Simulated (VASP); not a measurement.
Wanted: the native input for a VASP 6.6.1 run.

```
Task                   : single point
Functional             : PBE
Potentials or basis    : VASP PAW PBE potentials, release 64 (In_d, O)
Cutoff                 : 520 eV
k mesh                 : 4 × 4 × 4
Occupations            : gaussian, width 0.1 eV
Spin                   : collinear spin, ferromagnetic start
Starting moments       : [0.0, 1.0, 1.0, 1.0, 1.0, 1.0] μB
Dipole correction      : no
Further INCAR settings : ALGO = Normal; EDIFF = 1e-06; NBANDS = 34
```

The structure of InO5 lies in POSCAR:

```
InO5
1.0
    0.0000000000      3.3693599700      3.3693599700
    3.3693599700      0.0000000000      3.3693599700
    3.3693599700      3.3693599700      0.0000000000
In O
1 5
Direct
    0.5000000000      0.5000000000      0.5000000000
    0.3667842700      0.3667842700      0.3667842700
    0.3667842700      0.3667842700      0.8996471900
    0.3667842700      0.8996471900      0.3667842700
    0.8996471900      0.3667842700      0.3667842700
    0.0000000000      0.0000000000      0.0000000000
```

One way to write it, as run:

INCAR

```
SYSTEM = InO5
  PREC = Accurate
  ENCUT = 520
  EDIFF = 1E-6
  ISMEAR = 0
  SIGMA = 0.1
  LREAL = .FALSE.
  LASPH = .TRUE.
  NELM = 150
  ALGO = Normal
  ISIF = 2
  LWAVE = .FALSE.
  LCHARG = .FALSE.
  ISPIN = 2
  MAGMOM = 0 1 1 1 1 1
  LORBIT = 11
  GGA = PE
  NBANDS = 34
```

KPOINTS

```
Automatic mesh
0
G
  4 4 4
  0 0 0
```

Potentials or basis: VASP PAW PBE potentials, release 64 (In_d, O).

Command:

```bash
$ cat potpaw_PBE.64/In_d/POTCAR potpaw_PBE.64/O/POTCAR > POTCAR
$ mpirun -np 1 vasp_std > vasp.out
```

It gave:

```
Pressure                                              : 94.5 GPa
Largest force                                         : 20.414 eV/Å
Net moment                                            : 2.44 μB per cell
Site moments                                          : In +0.02; O +0.12, +1.54 μB
Valence electrons inside the program's atomic spheres : In 14.33; O 5.03, 4.56
```

Caveat: the k points lie up to 0.40 Å⁻¹ apart; forces of over 1 eV/Å act on the atoms, so gaps and moduli don't describe the material at rest.

Wall time 46 s on 1 thread of Intel(R) Xeon(R) Platinum 8259CL CPU @ 2.50GHz (Skylake/Cascade Lake), on a shared host, peak memory 0.25 GiB.
